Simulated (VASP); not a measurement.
Runs of VASP 6.6.1 on TaSi2. The structure is that of space group P6_222 (No. 180), or close to it. The cells are those of the table. 

```csv
task,level,potentials or basis,cell,k mesh,cutoff (eV),smearing,gap on the mesh (eV),pressure (GPa),largest force (eV/Å)
relaxation of cell and atoms,PBEsol+D4,"VASP PAW PBE potentials, release 64 (Ta_pv, Si)","relaxed from a = 4.780, b = 4.780, c = 6.564 Å, angles 90.0, 90.0, 120.0°, 9 atoms",7 × 7 × 4,600,fermi-dirac 0.05 eV,none,0.0,0.01
single point,PBE,"VASP PAW PBE potentials, release 64 (Ta_pv, Si)","a = 4.814, b = 4.814, c = 6.578 Å, angles 90.0, 90.0, 120.0°, 9 atoms",5 × 5 × 3,520,fermi-dirac 0.05 eV,none,0.1,-
single point,PBE,"VASP PAW PBE potentials, release 64 (Ta_pv, Si)","a = 4.780, b = 4.780, c = 6.564 Å, angles 90.0, 90.0, 120.0°, 9 atoms",7 × 7 × 4,520,gaussian 0.014 eV,none,3.6,0.82
single point,LDA,"VASP PAW LDA potentials, release 64 (Ta_pv, Si)","a = 4.780, b = 4.780, c = 6.564 Å, angles 90.0, 90.0, 120.0°, 9 atoms",7 × 7 × 4,520,fermi-dirac 0.05 eV,none,(a),0.71
single point,PBE,"VASP PAW PBE potentials, release 64 (Ta_pv, Si)","a = 4.780, b = 4.780, c = 6.564 Å, angles 90.0, 90.0, 120.0°, 9 atoms",7 × 7 × 4,520,gaussian 0.013 eV,none,3.6,0.82
```

Alike in all rows: no spin polarisation.

Question: Fill in the values left out.

Answer: (a) -4.1.

Caveats: spin-orbit coupling is left out, which moves the levels of the heavy elements; the PAW data sets were made with another functional, which shifts forces and pressure a little (some runs); pairwise dispersion overbinds metals, which lowers pressure and volume (some runs).

A k mesh can miss the band edges, and the runs leave out spin-orbit coupling on Ta.

A gap of «none» marks levels without a gap at the run's occupations.
